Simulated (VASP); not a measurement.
Input of a VASP 6.6.1 run:

Contents of INCAR:

```
SYSTEM = HC16
PREC = Accurate
ENCUT = 520
EDIFF = 1E-6
ISMEAR = 0
SIGMA = 0.02
LREAL = Auto
LASPH = .True.
NELM = 60
ALGO = Normal
ISIF = 2
LWAVE = .False.
LCHARG = .False.
GGA = PE
IVDW = 12
NELECT = 64.0
NBANDS = 46
```

The input KPOINTS:

```
regular mesh
0
Gamma
  3 3 3
  0 0 0
```

File POSCAR:

```
HC16
1.0
    0.0000000000      3.5700000000      3.5700000000
    3.5700000000      0.0000000000      3.5700000000
    3.5700000000      3.5700000000      0.0000000000
C H
16 1
Direct
    0.0060214286     -0.0044914566     -0.0030572829
    0.1342732493      0.1207410364      0.1189037815
    0.0044963585     -0.0038036415      0.4919591036
    0.1320453782      0.1080025210      0.6214327731
    0.0072798319      0.4974341737      0.0019943978
    0.1353383754      0.6218899160      0.1207322129
   -0.0053607843      0.4908137255      0.4834159664
    0.1428012605      0.6334978992      0.6332396359
    0.5081287115     -0.0037191877     -0.0031127451
    0.6328628852      0.1204553221      0.1220306723
    0.5088817927     -0.0051106443      0.4952901961
    0.6316976190      0.1202959384      0.6231631653
    0.5102000000      0.4940338936      0.0005159664
    0.6330561625      0.6232401961      0.1226306723
    0.5151187675      0.4977666667      0.4969240896
    0.6324854342      0.6217176471      0.6262602241
    0.1721654062      0.3916278711      0.6187623249
```

Potentials or basis: VASP PAW PBE potentials, release 64 (C, H).

Launch:

```console
$ cat potpaw_PBE.64/C/POTCAR potpaw_PBE.64/H/POTCAR > POTCAR
$ mpirun -np 1 vasp_std > vasp.out
```

Task: Predict the largest force.

Result: 0.071 eV/Å.

Task: Predict the dispersion energy per atom.

Result: -0.190 eV.

Forces in eV/Å, atoms in the order of the input:
```
C    0.003  0.003  0.004
C    0.000 -0.006  0.000
C   -0.003 -0.011  0.005
C    0.009 -0.008 -0.005
C   -0.002  0.004 -0.008
C   -0.013 -0.013  0.013
C    0.032  0.024  0.000
C   -0.003 -0.043 -0.030
C    0.008  0.003 -0.003
C    0.000 -0.004 -0.005
C   -0.002  0.004 -0.002
C    0.004 -0.006  0.001
C    0.001 -0.004  0.000
C    0.002  0.001 -0.004
C   -0.014  0.007  0.010
C    0.009 -0.006 -0.007
H   -0.031  0.055  0.032
```

Caveat: the k points lie up to 0.51 Å⁻¹ apart; the cell carries a net charge on a neutralising background, which shifts energy and pressure.
